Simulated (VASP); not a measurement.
# In3Se (Cmmm) in VASP: notebook

Runs on In3Se. Level: PBE+D3(BJ). Tasks: single point.

All numbers are computed with VASP 6.6.1; they aren't measurements. Logs are shortened: lines on timing, memory, paths and dates and some standing lists are left out, and cuts for length are marked.

## Step 1: The cell of the first run

It takes space group Cmmm (No. 65, orthorhombic). The conventional cell has a = 7.396 Å, b = 7.894 Å, c = 4.701 Å, α = 90.00°, β = 90.00°, γ = 90.00°. In (site symmetry 2/m) has 10 In at 3.58 to 4.70 Å and 4 Se at 3.58 Å within 4.8 Å. Within 4.8 Å of In (site symmetry mmm) lie 10 In at 3.58 to 4.70 Å and 4 Se at 3.70 to 3.95 Å. Se (site symmetry mmm) has 12 In at 3.58 to 3.95 Å and 2 Se at 4.70 Å within 4.8 Å.

## Step 2: Single point, PBE+D3(BJ)

INCAR reads:

```
SYSTEM = In3Se
PREC = Accurate
ENCUT = 520
EDIFF = 1E-6
ISMEAR = 0
SIGMA = 0.15
LREAL = .FALSE.
LASPH = .TRUE.
NELM = 100
ALGO = Normal
ISIF = 2
LWAVE = .FALSE.
LCHARG = .FALSE.
GGA = PE
IVDW = 12
NBANDS = 30
```

KPOINTS reads:

```
regular mesh
0
G
  8 8 8
  0 0 0
```

POSCAR reads:

```
In3Se
1.0
    5.4059318236     -0.1762803856      0.0000000000
   -0.1762803856      5.4059318236      0.0000000000
    0.0000000000      0.0000000000      4.7008102814
In Se
3 1
Direct
    0.0000000000      0.5000000000      0.5000000000
    0.5000000000      0.0000000000      0.5000000000
    0.5000000000      0.5000000000      0.0000000000
    0.0000000000      0.0000000000      0.0000000000
```

Potentials or basis: VASP PAW PBE potentials, release 64 (In_d, Se).

Command:

```console
> cat potpaw_PBE.64/In_d/POTCAR potpaw_PBE.64/Se/POTCAR > POTCAR
> mpirun -np 1 vasp_std > vasp.out
```

OUTCAR:

```text
SYSTEM = In3Se
   PREC = Accurate
   ENCUT = 520
   EDIFF = 1E-6
   ISMEAR = 0
   LREAL = .FALSE.
   LASPH = .TRUE.
   NELM = 100
   ISIF = 2
   GGA = PE
   IVDW = 12
 IVDW          = 12

 ion  position               nearest neighbor table
   1  0.000  0.500  0.500-   3 3.58   3 3.58   3 3.58   3 3.58   2 3.70   2 3.70   2 3.95   2 3.95

   2  0.500  0.000  0.500-   3 3.58   3 3.58   3 3.58   3 3.58   1 3.70   1 3.70   1 3.95   1 3.95

   3  0.500  0.500  0.000-   1 3.58   2 3.58   1 3.58   2 3.58   2 3.58   2 3.58   1 3.58   1 3.58

   4  0.000  0.000  0.000-

  LATTYP: Found a base centered orthorhombic cell.
 ALAT       =     7.3958439901
 B/A-ratio  =     1.0674157304
 C/A-ratio  =     0.6356016011

  Lattice vectors:

 A1 = (   5.4059318236,  -0.1762803856,   0.0000000000)
 A2 = (  -0.1762803856,   5.4059318236,   0.0000000000)
 A3 = (   0.0000000000,   0.0000000000,   4.7008102814)

Analysis of symmetry for initial positions (statically):
=====================================================================
 Subroutine PRICEL returns:
 Original cell was already a primitive cell.

 Routine SETGRP: Setting up the symmetry group for a
 base centered orthorhombic supercell.

 Subroutine GETGRP returns: Found  8 space group operations
 (whereof  8 operations were pure point group operations)
 out of a pool of  8 trial point group operations.

The static configuration has the point symmetry D_2h.

Analysis of symmetry for dynamics (positions and initial velocities):
=====================================================================
 Subroutine PRICEL returns:
 Original cell was already a primitive cell.

 Routine SETGRP: Setting up the symmetry group for a
 base centered orthorhombic supercell.

 Subroutine GETGRP returns: Found  8 space group operations
 (whereof  8 operations were pure point group operations)
 out of a pool of  8 trial point group operations.

The dynamic configuration has the point symmetry D_2h.

 Subroutine INISYM returns: Found  8 space group operations
 (whereof  8 operations are pure point group operations),
 and found     1 'primitive' translations

----------------------------------------------------------------------------------------

                                     Primitive cell

  volume of cell :     137.2309

  direct lattice vectors                    reciprocal lattice vectors
     5.405931824 -0.176280386  0.000000000     0.185178891  0.006038442  0.000000000
    -0.176280386  5.405931824  0.000000000     0.006038442  0.185178891  0.000000000
     0.000000000  0.000000000  4.700810281     0.000000000  0.000000000  0.212729283

  length of vectors
     5.408805197  5.408805197  4.700810281     0.185277318  0.185277318  0.212729283

  position of ions in fractional coordinates (direct lattice)
     0.000000000  0.500000000  0.500000000
     0.500000000  0.000000000  0.500000000
     0.500000000  0.500000000  0.000000000
     0.000000000  0.000000000  0.000000000

  ion indices of the primitive-cell ions
   primitive index   ion index
                 1           1
                 2           2
                 3           3
                 4           4

----------------------------------------------------------------------------------------

 KPOINTS: regular mesh

Automatic generation of k-mesh.
 Grid dimensions read from file:
 generate k-points for:    8    8    8

 Generating k-lattice:

  Cartesian coordinates                     Fractional coordinates (reciprocal lattice)
     0.023147361  0.000754805  0.000000000     0.125000000  0.000000000  0.000000000
     0.000754805  0.023147361  0.000000000     0.000000000  0.125000000  0.000000000
     0.000000000  0.000000000  0.026591160     0.000000000  0.000000000  0.125000000

  Length of vectors
     0.023159665  0.023159665  0.026591160

  Shift w.r.t. Gamma in fractional coordinates (k-lattice)
     0.000000000  0.000000000  0.000000000

 Subroutine IBZKPT returns following result:
 ===========================================

 Found    105 irreducible k-points:

 Following reciprocal coordinates:
            Coordinates               Weight
  0.000000  0.000000  0.000000      1.000000
  0.125000 -0.000000  0.000000      4.000000
  0.250000 -0.000000  0.000000      4.000000
  0.375000 -0.000000  0.000000      4.000000
  0.500000 -0.000000  0.000000      2.000000
  0.125000  0.125000  0.000000      2.000000
[... 16 lines left out ...]
  0.125000 -0.000000  0.125000      8.000000
  0.250000 -0.000000  0.125000      8.000000
 [... further k-points ...]
   k-points           NKPTS =    105   k-points in BZ     NKDIM =    105   number of bands    NBANDS=     30
   number of dos      NEDOS =    301   number of ions     NIONS =      4
   total plane-waves  NPLWV =  57600
   dimension x,y,z NGX =    40 NGY =   40 NGZ =   36
   dimension x,y,z NGXF=    80 NGYF=   80 NGZF=   72
   ions per type =               3   1
[... 31 lines left out ...]
     AMIX     =   0.40;   BMIX     =  1.00
     AMIX_MAG =   1.60;   BMIX_MAG =  1.00
  volume/ion in A,a.u.               =      34.31       231.52
  Fermi-wavevector in a.u.,A,eV,Ry     =   1.128916  2.133342 17.339971  1.274452
  Thomas-Fermi vector in A             =   2.265608
   LORBIT       =      0    0 simple, 1 ext, 2 COOP (PROOUT), +10 PAW based schemes
   GGA     = PE    functional components
   LHFCALC =     F    Hartree Fock is set to
   AEXX    =    0.0000 exact exchange contribution
   IVDW    =    12    specifies the selected vdW correction
   LEPSILON=     F    determine dielectric tensor
   LRPA    =     F    only Hartree local field effects (RPA)
 non-spin polarized calculation
 Gauss-broadening in eV      SIGMA  =   0.15
  energy-cutoff  :      520.00
  volume of cell :      137.23
 maximum number of plane-waves:      3744
   NGX = 21   NGY = 21   NGZ = 17

 number of electron      44.9999990 magnetization

 Free energy of the ion-electron system (eV)
  ---------------------------------------------------
  ext. energy  EPLUGINS =         0.00000000
  ---------------------------------------------------
  free energy    TOTEN  =       -11.17964527 eV

  energy without entropy =      -11.15806651  energy(sigma->0) =      -11.16885589

 E-fermi :   3.9060     XC(G=0):  -8.7898

 val. band max:        3.8970095833   @ k =  -0.1250   0.1250   0.3750
 cond. band min:       3.9084264258   @ k =   0.2500   0.1250   0.1250
 fundamental gap:      0.0114168425
 Fermi energy:         3.9059866676

 k-point     1 :       0.0000    0.0000    0.0000
  band No.  band energies     occupation
      1     -10.7871      2.00000
      2     -10.7672      2.00000
      3     -10.7453      2.00000
      4     -10.7434      2.00000
      5     -10.7237      2.00000
      6     -10.6150      2.00000
[... 22 lines left out ...]
     29       8.5735      0.00000
     30       9.7530      0.00000

 k-point     2 :       0.1250   -0.0000    0.0000
  band No.  band energies     occupation
      1     -10.7835      2.00000
      2     -10.7628      2.00000
      3     -10.7436      2.00000
      4     -10.7400      2.00000
      5     -10.7214      2.00000
      6     -10.6113      2.00000
[... 22 lines left out ...]
     29       8.8790      0.00000
     30      10.0893      0.00000

 k-point     3 :       0.2500   -0.0000    0.0000
  band No.  band energies     occupation
      1     -10.7786      2.00000
      2     -10.7463      2.00000
      3     -10.7397      2.00000
      4     -10.7317      2.00000
      5     -10.7158      2.00000
      6     -10.5999      2.00000
[... 22 lines left out ...]
     29       9.2086      0.00000
     30       9.8171      0.00000

 k-point     4 :       0.3750   -0.0000    0.0000
  band No.  band energies     occupation
      1     -10.7761      2.00000
      2     -10.7359      2.00000
      3     -10.7235      2.00000
      4     -10.7220      2.00000
      5     -10.7092      2.00000
      6     -10.5807      2.00000
[... 616 lines left out ...]
     29       8.9781      0.00000
     30       9.9311      0.00000

 k-point    23 :       0.1250   -0.0000    0.1250
  band No.  band energies     occupation
      1     -10.7770      2.00000
      2     -10.7581      2.00000
      3     -10.7394      2.00000
      4     -10.7335      2.00000
      5     -10.7187      2.00000
      6     -10.6131      2.00000
[... 22 lines left out ...]
     29       9.2349      0.00000
     30       9.3971      0.00000

 k-point    24 :       0.2500   -0.0000    0.1250
  band No.  band energies     occupation
      1     -10.7725      2.00000
      2     -10.7500      2.00000
      3     -10.7319      2.00000
      4     -10.7259      2.00000
      5     -10.7132      2.00000
      6     -10.6012      2.00000
[... 22 lines left out ...]
     29       8.6143      0.00000
     30       9.6493      0.00000

 [... further k-points ...]

------------------------ aborting loop because EDIFF is reached ----------------------------------------

 Edisp (eV)   -1.08970

 E8    (eV) :    -0.5249

  FORCE on cell =-STRESS in cart. coord.  units (eV):
  Direction    XX          YY          ZZ          XY          YZ          ZX
  --------------------------------------------------------------------------------------
  -------------------------------------------------------------------------------------
  Total      -2.08348    -2.08348    -1.30776     0.29491     0.00000     0.00000
  in kB     -24.32470   -24.32470   -15.26812     3.44308     0.00000     0.00000
  external pressure =      -21.31 kB  Pullay stress =        0.00 kB

 VOLUME and BASIS-vectors are now :
 -----------------------------------------------------------------------------
  energy-cutoff  :      520.00
  volume of cell :      137.23
      direct lattice vectors                 reciprocal lattice vectors
     5.405931824 -0.176280386  0.000000000     0.185178891  0.006038442  0.000000000
    -0.176280386  5.405931824  0.000000000     0.006038442  0.185178891  0.000000000
     0.000000000  0.000000000  4.700810281     0.000000000  0.000000000  0.212729283

 POSITION                                       TOTAL-FORCE (eV/Angst)
 -----------------------------------------------------------------------------------
     -0.08814      2.70297      2.35041         0.000000     -0.000000      0.000000
      2.70297     -0.08814      2.35041         0.000000     -0.000000      0.000000
      2.61483      2.61483      0.00000        -0.000000      0.000000      0.000000
      0.00000      0.00000      0.00000         0.000000     -0.000000      0.000000
 -----------------------------------------------------------------------------------
    total drift:                               -0.000000      0.000000     -0.000000

  FREE ENERGIE OF THE ION-ELECTRON SYSTEM (eV)
  ---------------------------------------------------
  free  energy   TOTEN  =       -12.2693458531 eV

  energy  without entropy=      -12.2477670865  energy(sigma->0) =      -12.25855647
```

Wall time 4.6 min (1 thread of AMD EPYC 7R13 (Zen 3), shared host); peak memory 0.45 GiB.

Results:

| Property | Result |
| --- | --- |
| Free energy | -12.2693 eV |
| Pressure | -2.1 GPa |
| Band gap on the k mesh | zero (an odd number of electrons rules out a gap without spin polarisation) |
| Dispersion energy per atom | -0.272 eV |

Levels at points of the mesh, in eV from the Fermi level:
```csv
k point,band 19,band 20,band 21,band 22,band 23,band 24,band 25,band 26
"(0.00, 0.00, 0.00)",-2.60,-2.50,-2.08,-1.80,0.43,1.23,1.43,3.74
"(0.50, 0.00, 0.00)",-2.52,-1.84,-1.36,-0.44,-0.27,0.93,2.08,2.94
"(0.50, 0.50, 0.00)",-5.08,-1.10,-0.32,-0.30,0.11,2.01,2.31,2.32
"(0.00, 0.00, 0.50)",-2.54,-1.81,-1.60,-0.90,0.13,0.53,1.26,2.42
"(0.50, 0.00, 0.50)",-4.82,-1.47,-1.05,-0.97,-0.71,0.48,1.66,1.67
"(0.50, 0.50, 0.50)",-3.84,-3.03,-3.00,-2.95,-2.35,1.83,2.27,3.25
```

Caveat: spin-orbit coupling is left out, which moves the levels of the heavy elements.

## Step 3: Single point, PBE+D3(BJ)

This run uses another cell than the first one, of 18.18 Å³/atom.

INCAR reads:

```
  PREC = Accurate
  ENCUT = 520
  EDIFF = 1E-6
  ISMEAR = 0
  SIGMA = 0.15
  LREAL = False
  LASPH = True
  NELM = 100
  ALGO = Normal
  ISIF = 2
  LWAVE = False
  LCHARG = False
  GGA = PE
  IVDW = 12
  NBANDS = 30
```

KPOINTS reads:

```
regular mesh
0
Gamma
  8 8 8
```

POSCAR: that of step 2 with these lines changed.

```diff
@@ -2,4 +2,4 @@
 1.0
-    5.4059318236     -0.1762803856      0.0000000000
-   -0.1762803856      5.4059318236      0.0000000000
+    3.9956887392     -0.7051215422      0.0000000000
+   -0.7051215422      3.9956887392      0.0000000000
     0.0000000000      0.0000000000      4.7008102814
```

Potentials or basis: VASP PAW PBE potentials, release 64 (In_d, Se).

Command:

```console
> cat potpaw_PBE.64/In_d/POTCAR potpaw_PBE.64/Se/POTCAR > POTCAR
> mpirun -np 1 vasp_std > vasp.out
```

Run time: 4.4 min. Hardware: 1 thread of Intel Xeon 8259CL, shared host; peak memory 0.32 GiB.

It converged, with:

```yaml
Free_energy: -7.2812 eV
Pressure: 52.6 GPa
Band_gap_on_the_k_mesh: zero (an odd number of electrons rules out a gap without spin polarisation)
Dispersion_energy_per_atom: -0.492 eV
```

Stress tensor (GPa, compression positive):
```
64.90 46.96  0.00
46.96 64.90  0.00
 0.00  0.00 27.86
```

Levels at points of the mesh, in eV from the Fermi level:
| k point | band 19 | band 20 | band 21 | band 22 | band 23 | band 24 | band 25 | band 26 | band 27 | band 28 |
| --- | --- | --- | --- | --- | --- | --- | --- | --- | --- | --- |
| (0.00, 0.00, 0.00) | -6.42 | -4.35 | -2.46 | -1.36 | 0.57 | 1.03 | 2.75 | 2.85 | 4.32 | 5.20 |
| (0.50, 0.00, 0.00) | -5.08 | -4.65 | -3.07 | -2.15 | -1.09 | 2.20 | 3.33 | 3.57 | 4.22 | 4.51 |
| (0.50, 0.50, 0.00) | -6.40 | -4.33 | -3.11 | -2.96 | -1.30 | 0.54 | 0.56 | 2.03 | 2.49 | 5.40 |
| (0.00, 0.00, 0.50) | -4.45 | -3.36 | -1.73 | -1.64 | 1.02 | 1.86 | 1.86 | 2.41 | 2.52 | 2.84 |
| (0.50, 0.00, 0.50) | -8.17 | -3.90 | -2.04 | -1.87 | -0.29 | 2.77 | 3.02 | 4.25 | 5.60 | 6.21 |
| (0.50, 0.50, 0.50) | -7.35 | -7.24 | -4.47 | -4.10 | -1.48 | 1.50 | 2.77 | 5.46 | 7.32 | 7.53 |

Caveat: the cell stands under pressure; spin-orbit coupling is left out, which moves the levels of the heavy elements.

## Step 4: Single point, PBE+D3(BJ)

This run uses another cell than the first one, of 18.43 Å³/atom.

INCAR reads:

```
PREC = Accurate
ENCUT = 520
EDIFF = 1E-6
ISMEAR = 0
SIGMA = 0.15
LREAL = F
LASPH = T
NELM = 60
ALGO = Normal
ISIF = 2
LWAVE = F
LCHARG = T
GGA = PE
IVDW = 12
LELF = T
LVHAR = T
NBANDS = 30
```

KPOINTS reads:

```
Automatic mesh
0
Gamma
  8 8 8
```

POSCAR: that of step 3 with these lines changed.

```diff
@@ -2,4 +2,4 @@
 1.0
-    3.9956887392     -0.7051215422      0.0000000000
-   -0.7051215422      3.9956887392      0.0000000000
+    3.9956887392     -0.5288411567      0.0000000000
+   -0.5288411567      3.9956887392      0.0000000000
     0.0000000000      0.0000000000      4.7008102814
```

Command:

```console
> cat potpaw_PBE.64/In_d/POTCAR potpaw_PBE.64/Se/POTCAR > POTCAR
> mpirun -np 1 vasp_std > vasp.out
```

Run time: 4.6 min. Hardware: 1 thread of Intel Xeon 8259CL, shared host; peak memory 0.32 GiB.

Results (log left out):

| Property | Result |
| --- | --- |
| Free energy | -9.1841 eV |
| Pressure | 40.7 GPa |
| Band gap on the k mesh | zero (an odd number of electrons rules out a gap without spin polarisation) |
| Dispersion energy per atom | -0.485 eV |

Stress tensor (GPa, compression positive):
```
47.61 28.75  0.00
28.75 47.61  0.00
 0.00  0.00 26.88
```

Levels at points of the mesh, in eV from the Fermi level:
| k point | band 18 | band 19 | band 20 | band 21 | band 22 | band 23 | band 24 | band 25 | band 26 | band 27 |
| --- | --- | --- | --- | --- | --- | --- | --- | --- | --- | --- |
| (0.00, 0.00, 0.00) | -6.53 | -5.93 | -4.31 | -2.58 | -0.62 | 0.14 | 1.06 | 2.34 | 3.31 | 5.02 |
| (0.50, 0.00, 0.00) | -6.44 | -4.52 | -4.47 | -2.92 | -2.03 | -0.79 | 1.88 | 2.54 | 3.94 | 4.00 |
| (0.50, 0.50, 0.00) | -7.23 | -6.67 | -3.89 | -2.91 | -2.47 | -0.73 | -0.02 | 0.47 | 1.78 | 2.02 |
| (0.00, 0.00, 0.50) | -5.44 | -4.67 | -3.21 | -1.49 | -1.46 | 0.56 | 1.35 | 1.64 | 3.00 | 3.10 |
| (0.50, 0.00, 0.50) | -8.29 | -7.98 | -3.48 | -1.63 | -1.29 | 0.38 | 2.12 | 3.09 | 3.34 | 5.71 |
| (0.50, 0.50, 0.50) | -7.01 | -6.97 | -6.65 | -4.69 | -4.43 | -2.35 | 1.85 | 3.33 | 5.48 | 7.72 |

Caveat: the cell stands under pressure; spin-orbit coupling is left out, which moves the levels of the heavy elements.

## Step 5: Single point, PBE+D3(BJ)

This run uses another cell than the first one, of 18.62 Å³/atom.

INCAR reads:

```
SYSTEM = In3Se
  PREC = Accurate
  ENCUT = 520
  EDIFF = 1E-7
  ISMEAR = 0
  SIGMA = 0.15
  LREAL = .False.
  LASPH = .True.
  NELM = 60
  ALGO = Normal
  ISIF = 2
  LWAVE = .False.
  LCHARG = .True.
  GGA = PE
  IVDW = 12
  LELF = .True.
  LVHAR = .True.
  NBANDS = 30
```

KPOINTS reads:

```
regular mesh
0
Gamma
  8 8 8
  0 0 0
```

POSCAR: that of step 4 with these lines changed.

```diff
@@ -2,4 +2,4 @@
 1.0
-    3.9956887392     -0.5288411567      0.0000000000
-   -0.5288411567      3.9956887392      0.0000000000
+    3.9956887392     -0.3525607711      0.0000000000
+   -0.3525607711      3.9956887392      0.0000000000
     0.0000000000      0.0000000000      4.7008102814
```

Command:

```console
> cat potpaw_PBE.64/In_d/POTCAR potpaw_PBE.64/Se/POTCAR > POTCAR
> mpirun -np 1 vasp_std > vasp.out
```

It took 5.6 min on 1 thread of Intel Xeon 8259CL, shared host; peak memory 0.33 GiB.

The run converged. Its results:

```yaml
Free_energy: -10.2918 eV
Pressure: 33.7 GPa
Band_gap_on_the_k_mesh: zero (an odd number of electrons rules out a gap without spin polarisation)
Dispersion_energy_per_atom: -0.479 eV
```

Stress tensor (GPa, compression positive):
```
36.83 16.51  0.00
16.51 36.83  0.00
 0.00  0.00 27.45
```

Levels at points of the mesh, in eV from the Fermi level:
```csv
k point,band 19,band 20,band 21,band 22,band 23,band 24,band 25,band 26,band 27,band 28
"(0.00, 0.00, 0.00)",-5.47,-4.36,-2.62,-0.13,0.12,1.09,1.99,3.95,4.91,6.11
"(0.50, 0.00, 0.00)",-4.39,-3.88,-2.82,-1.92,-0.44,1.29,1.74,4.21,4.39,5.50
"(0.50, 0.50, 0.00)",-6.84,-3.55,-2.72,-2.02,-0.46,-0.19,0.45,1.60,1.62,6.42
"(0.00, 0.00, 0.50)",-4.81,-3.30,-1.32,-1.16,0.19,1.04,1.49,3.44,3.73,3.94
"(0.50, 0.00, 0.50)",-7.80,-3.09,-1.24,-0.72,1.13,1.51,2.61,3.12,4.97,5.84
"(0.50, 0.50, 0.50)",-6.64,-5.92,-4.83,-4.65,-3.10,2.15,3.89,5.42,7.89,8.42
```

Caveat: the cell stands under pressure; spin-orbit coupling is left out, which moves the levels of the heavy elements.

## Step 6: Overview

```csv
cell,gap on the mesh (eV),pressure (GPa)
"a = 5.409, b = 5.409, c = 4.701 Å, angles 90.0, 90.0, 93.7°, 4 atoms",none,-2.1
"a = 4.057, b = 4.057, c = 4.701 Å, angles 90.0, 90.0, 110.0°, 4 atoms",none,52.6
"a = 4.031, b = 4.031, c = 4.701 Å, angles 90.0, 90.0, 105.1°, 4 atoms",none,40.7
"a = 4.011, b = 4.011, c = 4.701 Å, angles 90.0, 90.0, 100.1°, 4 atoms",none,33.7
```

Alike in all rows: task single point; level PBE+D3(BJ); potentials or basis VASP PAW PBE potentials, release 64 (In_d, Se); no spin polarisation; k mesh 8 × 8 × 8; cutoff (eV) 520; smearing gaussian 0.15 eV.

Caveats: spin-orbit coupling is left out, which moves the levels of the heavy elements; the cell stands under pressure (at least some runs).

Total energies depend on the potentials used, so only differences within one code and one set of settings carry meaning.
